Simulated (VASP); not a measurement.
Input of a VASP 6.6.1 run:

The input POSCAR:

```
CeO2
1.0
   -0.0123049433      2.7278847181      2.7011864838
    2.7662211253      0.0111475028      2.6777340377
    2.7608796090      2.6990907557      0.0164890190
Ce O
1 2
Direct
    0.0106578059     -0.0039765637     -0.0011502112
    0.2485834596      0.2540267904      0.2542594628
    0.7407587346      0.7499497733      0.7468907484
```

Contents of INCAR.step1:

```
SYSTEM = CeO2
ALGO     = Normal         ! electronic algorithm
EDIFF    = 1E-4           ! SCF threshold, eV
ENCUT    = 520            ! plane-wave cutoff, eV
GGA      = PE             ! functional
ISMEAR   = 0              ! smearing method
LASPH    = .TRUE.         ! aspherical terms in the spheres
LCHARG   = .FALSE.        ! write CHGCAR
LREAL    = .FALSE.        ! projectors in reciprocal space
LWAVE    = .TRUE.         ! write WAVECAR
NBANDS   = 19             ! bands
NELM     = 100            ! most SCF steps
PREC     = Accurate       ! precision mode
SIGMA    = 0.05           ! smearing width, eV
```

INCAR.step2

```
SYSTEM = CeO2
ALGO     = Normal         ! electronic algorithm
EDIFF    = 1E-7           ! SCF threshold, eV
ENCUT    = 520            ! plane-wave cutoff, eV
ISIF     = 2              ! what is computed and relaxed
ISMEAR   = 0              ! smearing method
ISTART   = 1            
LASPH    = .TRUE.         ! aspherical terms in the spheres
LCHARG   = .FALSE.        ! write CHGCAR
LMIXTAU  = .TRUE.       
LREAL    = .FALSE.        ! projectors in reciprocal space
LWAVE    = .FALSE.        ! write WAVECAR
METAGGA  = R2SCAN         ! meta-GGA
NBANDS   = 19             ! bands
NELM     = 100            ! most SCF steps
PREC     = Accurate       ! precision mode
SIGMA    = 0.05           ! smearing width, eV
```

KPOINTS

```
k-points
0
G
  8 8 8
  0 0 0
```

Potentials or basis: VASP PAW PBE potentials, release 64 (Ce, O).

Command:

```console
$ cat potpaw_PBE.64/Ce/POTCAR potpaw_PBE.64/O/POTCAR > POTCAR
$ cp INCAR.step1 INCAR
$ mpirun -np 1 vasp_std > vasp.out
$ cp INCAR.step2 INCAR
$ mpirun -np 1 vasp_std > vasp.out
```

Problem. What does it give for the band gap on the k mesh?

Solution. 2.12 eV (least direct gap 2.25 eV).

Problem. Predict the pressure.

Solution. 0.0 GPa.

Forces in eV/Å, atoms in the order of the input:
```
Ce   0.164 -0.261 -0.178
O   -0.237 -0.104 -0.102
O    0.073  0.365  0.280
```

Caveat: the cell differs from its parent crystal (atoms moved at random and the cell strained at random); the PAW data sets were made with another functional, which shifts forces and pressure a little; spin-orbit coupling is left out, which moves the levels of the heavy elements; semilocal functionals describe open f shells poorly, which spoils levels, moments and volumes. Spin polarisation is off, so any magnetic state and its effect on volume and gap are missing.
